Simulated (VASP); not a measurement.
# GaAs: elastic constants with PBEsol

The system is GaAs.

```xyz
2
Lattice="2.8291 2.8291 0.0000 -2.8291 2.8291 0.0000 0.0000 2.8291 2.8291" Properties=species:S:1:pos:R:3 pbc="T T T"
Ga    0.0000    0.0000    0.0000
As    1.4146    4.2437    1.4146
```

```
Program                   : VASP 6.6.1
Task                      : elastic constants
Functional                : PBEsol
Potentials or basis       : VASP PAW PBE potentials, release 64 (Ga_d, As)
Cutoff                    : 600 eV
k mesh                    : 8 × 8 × 8
Occupations               : gaussian, width 0.01 eV
Spin                      : no spin polarisation
Dipole correction         : no
Ions in elastic constants : relaxed
Further INCAR settings    : ALGO = Normal; EDIFF = 1e-08; NBANDS = 16; IBRION = 6; POTIM = 0.015; NSW = 1; ISIF = 3
```

| Quantity | Value |
| --- | --- |
| Elastic constants C11, C12, C44 | 110, 50, 55 GPa |
| Voigt bulk modulus | 70 GPa |
| Highest phonon frequency at Γ, LO-TO splitting left out | 264 cm⁻¹ |

Phonon frequencies in cm⁻¹ (negative: imaginary):
| q point | frequencies |
| --- | --- |
| (0.000, 0.000, 0.000) | 0 0 0 264 264 264 |

Elastic tensor in Voigt notation (GPa, in the Cartesian axes of the cell as first typed):
```
110  50  50   0   0   0
 50 110  50   0   0   0
 50  50 110   0   0   0
  0   0   0  55   0   0
  0   0   0   0  55   0
  0   0   0   0   0  55
```

Clamped-ion elastic tensor (GPa):
```
110  50  50   0   0   0
 50 110  50   0   0   0
 50  50 110   0   0   0
  0   0   0  75   0   0
  0   0   0   0  75   0
  0   0   0   0   0  75
```

It took 18 min on 1 thread of Intel Xeon 8259CL, with other jobs on the host, peak memory 0.37 GiB.

Caveat: the PAW data sets were made with another functional, which shifts forces and pressure a little.
